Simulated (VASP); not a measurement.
Wanted: the native input for a VASP 6.6.1 run.

| Quantity | Value |
| --- | --- |
| Task | single point |
| Functional | r2SCAN |
| Potentials or basis | VASP PAW PBE potentials, release 64 (Te, Bi_d) |
| Cutoff | 520 eV |
| k mesh | 9 × 9 × 1 |
| Occupations | gaussian, width 0.02 eV |
| Spin | no spin polarisation |
| Dipole correction | yes |
| Further INCAR settings | ALGO = Normal; EDIFF = 1e-07; NBANDS = 32 |

Bi2Te3, a slab with vacuum:

```xyz
5
Lattice="4.3535 0.0000 0.0000 -2.1767 3.7702 0.0000 0.0000 0.0000 41.0266" Properties=species:S:1:pos:R:3 pbc="T T T"
Te    0.0000    0.0000   16.7285
Te    2.1767    1.2567   20.5133
Te    0.0000    2.5135   24.2980
Bi    0.0000    2.5135   18.4670
Bi    0.0000    0.0000   22.5596
```

These files were run (other wordings do the same):

POSCAR

```
Bi2Te3
1.0
    4.3534683121      0.0000000000      0.0000000000
   -2.1767341560      3.7702141529      0.0000000000
    0.0000000000      0.0000000000     41.0265819916
Te Bi
3 2
Direct
    0.0000000000      0.0000000000      0.4077487542
    0.6666666667      0.3333333333      0.5000000000
    0.3333333333      0.6666666667      0.5922512458
    0.3333333333      0.6666666667      0.4501221357
    0.0000000000      0.0000000000      0.5498778643
```

INCAR.step1

```
SYSTEM = Bi2Te3
  PREC = Accurate
  ENCUT = 520
  ISMEAR = 0
  SIGMA = 0.02
  LREAL = .FALSE.
  LASPH = .TRUE.
  NELM = 100
  LDIPOL = .TRUE.
  IDIPOL = 3
  DIPOL = 0.5 0.5 0.500
  NBANDS = 32
  GGA = PE
  ALGO = Normal
  EDIFF = 1E-4
  LWAVE = .TRUE.
  LCHARG = .FALSE.
```

INCAR.step2

```
SYSTEM = Bi2Te3
  PREC = Accurate
  ENCUT = 520
  EDIFF = 1E-7
  ISMEAR = 0
  SIGMA = 0.02
  LREAL = .FALSE.
  LASPH = .TRUE.
  NELM = 100
  ALGO = Normal
  ISIF = 2
  LWAVE = .FALSE.
  LCHARG = .TRUE.
  LDIPOL = .TRUE.
  IDIPOL = 3
  DIPOL = 0.5 0.5 0.500
  METAGGA = R2SCAN
  LMIXTAU = .TRUE.
  LELF = .TRUE.
  LVHAR = .TRUE.
  LVACPOTAV = .TRUE.
  NBANDS = 32
  ISTART = 1
```

KPOINTS

```
Automatic mesh
0
G
  9 9 1
  0 0 0
```

Potentials or basis: VASP PAW PBE potentials, release 64 (Te, Bi_d).

Run with:

```console
$ cat potpaw_PBE.64/Te/POTCAR potpaw_PBE.64/Bi_d/POTCAR > POTCAR
$ cp INCAR.step1 INCAR
$ mpirun -np 1 vasp_std > vasp.out
$ cp INCAR.step2 INCAR
$ mpirun -np 1 vasp_std > vasp.out
```

It gave:

```json
{
 "Largest force": "0.168 eV/Å",
 "Band gap on the k mesh": "1.37 eV (least direct gap 1.57 eV)",
 "Ionisation potential of the upper face": "5.62 eV"
}
```

Caveat: the PAW data sets were made with another functional, which shifts forces and pressure a little; spin-orbit coupling is left out, which moves the levels of the heavy elements.

It took 24 min on 1 thread of Intel(R) Xeon(R) 6975P-C (Granite Rapids) (shared host), peak memory 0.93 GiB.
